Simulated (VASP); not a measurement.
# Ga2O3 (R-3c) in VASP: further runs

The runs below take Ga2O3 through single point, with r2SCAN.

Everything below comes from runs of VASP 6.6.1. Logs are shortened: lines on timing, memory, paths and dates and some standing lists are left out, and cuts for length are marked.

## Step 1: The cell of the first run

Symmetry: R-3c, No. 167, trigonal system. Conventional cell: a = 5.234 Å, b = 5.234 Å, c = 13.778 Å, α = 90.00°, β = 90.00°, γ = 120.00°. Within 2.7 Å of Ga (site symmetry 3) lie 6 O at 2.01 to 2.15 Å. O (site symmetry 2) has 4 Ga at 2.01 to 2.15 Å and 8 O at 2.75 to 2.93 Å within 3.0 Å.

## Step 2: Single point, r2SCAN (strain +0.050 along x and y, +0.025 along z)

File POSCAR:

```
Ga2O3
1.0
    2.6169174711      1.5108780064      4.5926832812
   -2.6169174711      1.5108780064      4.5926832812
    0.0000000000     -3.0217560128      4.5926832812
Ga O
4 6
Direct
    0.3554023483      0.3554023483      0.3554023483
    0.1445976517      0.1445976517      0.1445976517
    0.6445976517      0.6445976517      0.6445976517
    0.8554023483      0.8554023483      0.8554023483
    0.5536262452      0.9463737548      0.2500000000
    0.2500000000      0.5536262452      0.9463737548
    0.9463737548      0.2500000000      0.5536262452
    0.4463737548      0.0536262452      0.7500000000
    0.7500000000      0.4463737548      0.0536262452
    0.0536262452      0.7500000000      0.4463737548
```

File INCAR.step1:

```
PREC = Accurate
ENCUT = 520
ISMEAR = 0
SIGMA = 0.05
LREAL = False
LASPH = True
NELM = 60
NBANDS = 55
GGA = PE
ALGO = Normal
EDIFF = 1E-4
LWAVE = True
LCHARG = False
```

File INCAR.step2:

```
PREC = Accurate
ENCUT = 520
EDIFF = 1E-6
ISMEAR = 0
SIGMA = 0.05
LREAL = False
LASPH = True
NELM = 60
ALGO = Normal
ISIF = 2
LWAVE = False
LCHARG = True
METAGGA = R2SCAN
LMIXTAU = True
LELF = True
LVHAR = True
NBANDS = 55
ISTART = 1
```

File KPOINTS:

```
regular mesh
0
Gamma
  6 6 6
```

Potentials or basis: VASP PAW PBE potentials, release 64 (Ga_d, O).

Command:

```sh
> cat potpaw_PBE.64/Ga_d/POTCAR potpaw_PBE.64/O/POTCAR > POTCAR
> cp INCAR.step1 INCAR
> mpirun -np 1 vasp_std > vasp.out
> cp INCAR.step2 INCAR
> mpirun -np 1 vasp_std > vasp.out
```

OUTCAR:

```text
PREC = Accurate
   ENCUT = 520
   EDIFF = 1E-6
   ISMEAR = 0
   LREAL = False
   LASPH = True
   NELM = 60
   ISIF = 2
   METAGGA = R2SCAN
   ISTART = 1

 ion  position               nearest neighbor table
   1  0.355  0.355  0.355-  10 2.01   8 2.01   9 2.01   5 2.15   7 2.15   6 2.15   2 2.90
   2  0.145  0.145  0.145-   9 2.01   8 2.01  10 2.01   5 2.15   7 2.15   6 2.15   1 2.90
   3  0.645  0.645  0.645-   7 2.01   5 2.01   6 2.01   8 2.15   9 2.15  10 2.15   4 2.90
   4  0.855  0.855  0.855-   6 2.01   5 2.01   7 2.01   8 2.15   9 2.15  10 2.15   3 2.90
   5  0.554  0.946  0.250-   3 2.01   4 2.01   1 2.15   2 2.15
   6  0.250  0.554  0.946-   4 2.01   3 2.01   1 2.15   2 2.15
   7  0.946  0.250  0.554-   3 2.01   4 2.01   1 2.15   2 2.15
   8  0.446  0.054  0.750-   1 2.01   2 2.01   3 2.15   4 2.15
   9  0.750  0.446  0.054-   2 2.01   1 2.01   3 2.15   4 2.15
  10  0.054  0.750  0.446-   1 2.01   2 2.01   3 2.15   4 2.15

  LATTYP: Found a trigonal (rhomboedric) cell.
 ALAT       =     5.4976130386
 COS(alpha) =     0.5468294140

  Lattice vectors:

 A1 = (   2.6169174711,   1.5108780064,   4.5926832812)
 A2 = (  -2.6169174711,   1.5108780064,   4.5926832812)
 A3 = (   0.0000000000,  -3.0217560128,   4.5926832812)

Analysis of symmetry for initial positions (statically):
=====================================================================
 Subroutine PRICEL returns:
 Original cell was already a primitive cell.

 Routine SETGRP: Setting up the symmetry group for a
 trigonal (rhombohedral) supercell.

 Subroutine GETGRP returns: Found 12 space group operations
 (whereof  6 operations were pure point group operations)
 out of a pool of 12 trial point group operations.

The static configuration has the point symmetry S_6 .
 The point group associated with its full space group is D_3d.

Analysis of symmetry for dynamics (positions and initial velocities):
=====================================================================
 Subroutine PRICEL returns:
 Original cell was already a primitive cell.

 Routine SETGRP: Setting up the symmetry group for a
 trigonal (rhombohedral) supercell.

 Subroutine GETGRP returns: Found 12 space group operations
 (whereof  6 operations were pure point group operations)
 out of a pool of 12 trial point group operations.

The dynamic configuration has the point symmetry S_6 .
 The point group associated with its full space group is D_3d.

 Subroutine INISYM returns: Found 12 space group operations
 (whereof  6 operations are pure point group operations),
 and found     1 'primitive' translations

----------------------------------------------------------------------------------------

                                     Primitive cell

  volume of cell :     108.9525

  direct lattice vectors                    reciprocal lattice vectors
     2.616917471  1.510878006  4.592683281     0.191064489  0.110311134  0.072579212
    -2.616917471  1.510878006  4.592683281    -0.191064489  0.110311134  0.072579212
     0.000000000 -3.021756013  4.592683281     0.000000000 -0.220622269  0.072579212

  length of vectors
     5.497613039  5.497613039  5.497613039     0.232254015  0.232254015  0.232254015

  position of ions in fractional coordinates (direct lattice)
     0.355402348  0.355402348  0.355402348
     0.144597652  0.144597652  0.144597652
     0.644597652  0.644597652  0.644597652
     0.855402348  0.855402348  0.855402348
     0.553626245  0.946373755  0.250000000
     0.250000000  0.553626245  0.946373755
     0.946373755  0.250000000  0.553626245
     0.446373755  0.053626245  0.750000000
     0.750000000  0.446373755  0.053626245
     0.053626245  0.750000000  0.446373755

  ion indices of the primitive-cell ions
   primitive index   ion index
                 1           1
                 2           2
                 3           3
                 4           4
                 5           5
                 6           6
                 7           7
                 8           8
                 9           9
                10          10

----------------------------------------------------------------------------------------

 KPOINTS: regular mesh

Automatic generation of k-mesh.
 Grid dimensions read from file:
 generate k-points for:    6    6    6

 Generating k-lattice:

  Cartesian coordinates                     Fractional coordinates (reciprocal lattice)
     0.031844082  0.018385189  0.012096535     0.166666667  0.000000000  0.000000000
    -0.031844082  0.018385189  0.012096535     0.000000000  0.166666667  0.000000000
     0.000000000 -0.036770378  0.012096535     0.000000000  0.000000000  0.166666667

  Length of vectors
     0.038709002  0.038709002  0.038709002

  Shift w.r.t. Gamma in fractional coordinates (k-lattice)
     0.000000000  0.000000000  0.000000000

 Subroutine IBZKPT returns following result:
 ===========================================

 Found     32 irreducible k-points:

 Following reciprocal coordinates:
            Coordinates               Weight
  0.000000  0.000000  0.000000      1.000000
  0.166667  0.000000  0.000000      6.000000
  0.333333 -0.000000 -0.000000      6.000000
  0.500000  0.000000 -0.000000      3.000000
  0.166667  0.166667  0.000000      6.000000
  0.333333  0.166667  0.000000     12.000000
[... 16 lines left out ...]
  0.500000  0.500000  0.166667      6.000000
 -0.333333  0.500000  0.166667     12.000000
 [... further k-points ...]
   k-points           NKPTS =     32   k-points in BZ     NKDIM =     32   number of bands    NBANDS=     55
   number of dos      NEDOS =    301   number of ions     NIONS =     10
   total plane-waves  NPLWV =  74088
   dimension x,y,z NGX =    42 NGY =   42 NGZ =   42
   dimension x,y,z NGXF=    84 NGYF=   84 NGZF=   84
   ions per type =               4   6
   NGX,Y,Z   is equivalent  to a cutoff of  12.70, 12.70, 12.70 a.u.
   NGXF,Y,Z  is equivalent  to a cutoff of  25.40, 25.40, 25.40 a.u.
 SYSTEM =  unknown system
   PREC   = accura    normal or accurate (medium, high low for compatibility)
   ISTART =      1    job   : 0-new  1-cont  2-samecut
   ICHARG =      0    charge: 1-file 2-atom 10-const
   ISPIN  =      1    spin polarized calculation?
   LNONCOLLINEAR =      F non collinear calculations
   LSORBIT =      F    spin-orbit coupling
   LASPH  =      T    aspherical Exc in radial PAW
   ENCUT  =  520.0 eV  38.22 Ry    6.18 a.u.  10.22 10.22 10.22*2*pi/ulx,y,z
   NELM   =     60;   NELMIN=  2; NELMDL=  0     # of ELM steps
   EDIFF  = 0.1E-05   stopping-criterion for ELM
   LREAL  =      F    real-space projection
   EDIFFG = 0.1E-04   stopping-criterion for IOM
   NSW    =      0    number of steps for IOM
   IBRION =     -1    ionic relax: 0-MD 1-quasi-New 2-CG
   NFREE  =      0    steps in history (QN), initial steepest desc. (CG)
   ISIF   =      2    stress and relaxation
   ISYM   =      2    0-nonsym 1-usesym 2-fastsym
   POTIM  = 0.5000    time-step for ionic-motion
   TEBEG  =    0.0;   TEEND  =   0.0 temperature during run
   PSTRESS=    0.0 pullay stress
   NELECT =      88.0000    total number of electrons
   NUPDOWN=      -1.0000    fix difference up-down
   EMIN   =  10.00;   EMAX   =-10.00  energy-range for DOS
   EFERMI =   0.00;   METHOD = LEGACY
   ISMEAR =     0;   SIGMA  =   0.05  broadening in eV -4-tet -1-fermi 0-gaus
   EFERMI_NEDOS =   21; number of points for ismear=-14 and -15
   IALGO  =     38    algorithm
   IMIX   =      4    mixing-type and parameters
     AMIX     =   0.40;   BMIX     =  1.00
     AMIX_MAG =   1.60;   BMIX_MAG =  1.00
  volume/ion in A,a.u.               =      10.90        73.52
  Fermi-wavevector in a.u.,A,eV,Ry     =   1.524603  2.881081 31.625561  2.324413
  Thomas-Fermi vector in A             =   2.632887
   LORBIT       =      0    0 simple, 1 ext, 2 COOP (PROOUT), +10 PAW based schemes
   METAGGA = R2SCAN    functional components
   LHFCALC =     F    Hartree Fock is set to
   AEXX    =    0.0000 exact exchange contribution
   IVDW    =     0    specifies the selected vdW correction
   LEPSILON=     F    determine dielectric tensor
   LRPA    =     F    only Hartree local field effects (RPA)
 non-spin polarized calculation
 Gauss-broadening in eV      SIGMA  =   0.05
  energy-cutoff  :      520.00
  volume of cell :      108.95
 maximum number of plane-waves:      2963
 NGX is ok and might be reduce to    42
   NGX = 21   NGY = 21   NGZ = 21

 number of electron      88.0000030 magnetization

 Free energy of the ion-electron system (eV)
  ---------------------------------------------------
  ext. energy  EPLUGINS =         0.00000000
  ---------------------------------------------------
  free energy    TOTEN  =      -101.43024195 eV

  energy without entropy =     -101.43024195  energy(sigma->0) =     -101.43024195

 E-fermi :   3.1675     XC(G=0): -12.4132

 val. band max:        2.9174656667   @ k =  -0.1667   0.1667   0.0000
 cond. band min:       5.1265810652   @ k =   0.0000   0.0000   0.0000
 fundamental gap:      2.2091153986
 Fermi energy:         3.1675110494

 k-point     1 :       0.0000    0.0000    0.0000
  band No.  band energies     occupation
      1     -16.1173      2.00000
      2     -14.5542      2.00000
      3     -14.5542      2.00000
      4     -14.5480      2.00000
      5     -14.5480      2.00000
      6     -14.4885      2.00000
[... 47 lines left out ...]
     54      14.1276      0.00000
     55      15.0880      0.00000

 k-point     2 :       0.1667    0.0000    0.0000
  band No.  band energies     occupation
      1     -16.0173      2.00000
      2     -14.6694      2.00000
      3     -14.5736      2.00000
      4     -14.5655      2.00000
      5     -14.5370      2.00000
      6     -14.4799      2.00000
[... 47 lines left out ...]
     54      14.6307      0.00000
     55      14.9222      0.00000
[... 1216 lines left out ...]
     54      15.0823      0.00000
     55      15.1137      0.00000

 k-point    24 :      -0.3333    0.5000    0.1667
  band No.  band energies     occupation
      1     -15.3022      2.00000
      2     -15.0548      2.00000
      3     -14.8249      2.00000
      4     -14.7285      2.00000
      5     -14.5517      2.00000
      6     -14.5072      2.00000
[... 47 lines left out ...]
     54      14.9167      0.00000
     55      15.1603      0.00000

 [... further k-points ...]

------------------------ aborting loop because EDIFF is reached ----------------------------------------

  FORCE on cell =-STRESS in cart. coord.  units (eV):
  Direction    XX          YY          ZZ          XY          YZ          ZX
  --------------------------------------------------------------------------------------
  -------------------------------------------------------------------------------------
  Total      -16.3083473    -16.3083473    -10.6795534      0.0000000      0.0000000      0.0000000
  in kB     -239.8188744   -239.8188744   -157.0458633      0.0000000      0.0000000      0.0000000
  external PRESSURE =    -212.2278707 kB  Pullay stress =       0.0000000 kB

 VOLUME and BASIS-vectors are now :
 -----------------------------------------------------------------------------
  energy-cutoff  :      520.00
  volume of cell :      108.95
      direct lattice vectors                 reciprocal lattice vectors
     2.616917471  1.510878006  4.592683281     0.191064489  0.110311134  0.072579212
    -2.616917471  1.510878006  4.592683281    -0.191064489  0.110311134  0.072579212
     0.000000000 -3.021756013  4.592683281     0.000000000 -0.220622269  0.072579212

 POSITION                                       TOTAL-FORCE (eV/Angst)
 -----------------------------------------------------------------------------------
      0.00000      0.00000      4.89675        -0.000000      0.000000      0.087293
      0.00000      0.00000      1.99227        -0.000000      0.000000     -0.087293
      0.00000      0.00000      8.88130        -0.000000      0.000000     -0.087293
      0.00000      0.00000     11.78578        -0.000000      0.000000      0.087293
     -1.02779      1.51088      8.03720        -0.062368      0.000000      0.000000
     -0.79456     -1.64553      8.03720         0.031184     -0.054013      0.000000
      1.82235      0.13465      8.03720         0.031184      0.054013      0.000000
      1.02779     -1.51088      5.74085         0.062368      0.000000      0.000000
      0.79456      1.64553      5.74085        -0.031184      0.054013      0.000000
     -1.82235     -0.13465      5.74085        -0.031184     -0.054013      0.000000
 -----------------------------------------------------------------------------------
    total drift:                                0.000000     -0.000000     -0.000000

  FREE ENERGIE OF THE ION-ELECTRON SYSTEM (eV)
  ---------------------------------------------------
  free  energy   TOTEN  =      -101.4302419539 eV

  energy  without entropy=     -101.4302419539  energy(sigma->0) =     -101.43024195
```

Wall time 8.2 min (1 thread of Intel Xeon 6975P-C (Granite Rapids), shared host); peak memory 0.36 GiB.

What came out:

* Free energy: -101.4302 eV
* Pressure: -21.2 GPa
* Largest force: 0.087 eV/Å
* Band gap on the k mesh: 2.21 eV (least direct gap 2.40 eV)

Forces on the atoms (eV/Å):
```
Ga   0.000  0.000  0.087
Ga   0.000  0.000 -0.087
Ga   0.000  0.000 -0.087
Ga   0.000  0.000  0.087
O   -0.062  0.000  0.000
O    0.031 -0.054  0.000
O    0.031  0.054  0.000
O    0.062  0.000  0.000
O   -0.031  0.054  0.000
O   -0.031 -0.054  0.000
```

Stress tensor (GPa, compression positive):
```
-23.98   0.00   0.00
  0.00 -23.98   0.00
  0.00   0.00 -15.70
```

Caveat: the cell differs from its parent crystal (strain +0.050 along x and y, +0.025 along z); the cell stands under tension; the PAW data sets were made with another functional, which shifts forces and pressure a little. A k mesh can miss the band edges.

(Part 1 of 2 ends here.)
